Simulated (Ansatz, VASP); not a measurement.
**One calculation of TaN, two programs**

The input INCAR:

```
  PREC = Accurate
  ENCUT = 520
  EDIFF = 1E-8
  ISMEAR = -1
  SIGMA = 0.01
  LREAL = False
  LASPH = True
  NELM = 100
  ALGO = Normal
  ISIF = 2
  LWAVE = False
  LCHARG = False
  GGA = PS
  LEFG = True
  NBANDS = 24
```

The input KPOINTS:

```
regular mesh
0
Gamma
  9 9 5
```

Contents of POSCAR:

```
TaN
1.0
    3.0480019786      0.0304800198      0.0304800198
   -1.4976045179      2.6244071343      0.0111564616
    0.0491800000      0.0491800000      4.9180000000
Ta N
2 2
Direct
    0.0000000000      0.0000000000      0.0000000000
    0.0000000000      0.0000000000      0.5000000000
    0.3333333333      0.6666666667      0.2500000000
    0.6666666667      0.3333333333      0.7500000000
```

Input for Ansatz:

```yaml
crystal:
  lattice:
    - [3.0480019786, 0.0304800198, 0.0304800198]
    - [-1.4976045179, 2.6244071343, 0.0111564616]
    - [0.04918, 0.04918, 4.918]
  atoms:
    - { symbol: Ta, position: [0.0, 0.0, 0.0] }
    - { symbol: Ta, position: [0.0, 0.0, 0.5] }
    - { symbol: "N", position: [0.3333333333, 0.6666666667, 0.25] }
    - { symbol: "N", position: [0.6666666667, 0.3333333333, 0.75] }
kpoints:
  mp_grid: { grid: [9, 9, 5] }
scf:
  occupations: { method: fermi_dirac, width: 0.01 }
hamiltonian:
  xc: pbesol
  pseudopotentials: { kind: all_electron, datasets: crystal }
output:
  forces: true
  stress: true
  eigenvalues: true
  efg: { contact_densities: true }
```

Change from the starting cell: equal xy, yz and zx shear strains of +2 %, crystal datasets.

Alike in both runs: task electric field gradients; functional PBEsol; k mesh 9 × 9 × 5; occupations fermi-dirac, width 0.01 eV; no spin polarisation.

```csv
,VASP,Ansatz
version,VASP 6.6.1,Ansatz 0.2.0
potentials or method,"VASP PAW PBE potentials, release 64 (Ta_pv, N), cutoff 520 eV","all-electron PAW with datasets made for the crystal, scalar-relativistic"
```

Ansatz gave:

```
pressure (GPa)                                                : 48.4
traceless stress, the component that is largest in VASP (GPa) : 55.70
rms of the force components (eV/Å)                            : 0.154
size of Vzz on the site where it differs most (V/Å²)          : 200.8
```

Task: Which values does VASP return?

Result: Pressure (GPa): 50.6; traceless stress, the component that is largest in VASP (GPa): 56.47; rms of the force components (eV/Å): 0.158; size of Vzz on the site where it differs most (V/Å²): 180.7.

VASP's potentials were made for PBE, not for PBEsol. Atom by atom the forces differ by 0.004 eV/Å (rms over components). Both programs put the cell under a high pressure, so it lies far from rest at this level. Ansatz ran all-electron here, and VASP with PAW potentials.

Neither program's run includes spin-orbit coupling.
